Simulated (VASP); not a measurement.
The system is KCdI3.

```xyz
5
Lattice="5.9370 0.0000 0.0000 0.0000 5.9370 0.0000 0.0000 0.0000 5.9964" Properties=species:S:1:pos:R:3 pbc="T T T"
K     0.0000    0.0000    0.0000
Cd    2.9685    2.9685    2.9982
I     2.9685    2.9685    0.0000
I     2.9685    0.0000    2.9982
I     0.0000    2.9685    2.9982
```

This cell differs from its parent crystal: uniaxial z strain +1.0%.

Base run:

```yaml
Program: VASP 6.6.1
Functional: PBE
Potentials_or_basis: VASP PAW PBE potentials, release 64 (K_sv, Cd, I)
Cutoff: 520 eV
k_mesh: 4 × 4 × 4
Occupations: fermi-dirac, width 0.02 eV
Spin: no spin polarisation
```

Its results: band gap on the k mesh zero (band 21 reaches 0.86 eV, above the bottom of band 22 at 0.57 eV); pressure 0.4 GPa.

The run is repeated on the same cell with these changes: functional from PBE to r2SCAN. What comes out?

Band gap on the k mesh 0.14 eV, indirect (least direct gap 0.65 eV); pressure -0.1 GPa.

r2SCAN gives the wider gap, since meta-GGAs in the generalised Kohn-Sham scheme recover part of the derivative discontinuity.

Caveats: spin-orbit coupling is left out, which moves the levels of the heavy elements; the PAW data sets were made with another functional, which shifts forces and pressure a little (some runs).

A k mesh can miss the band edges.
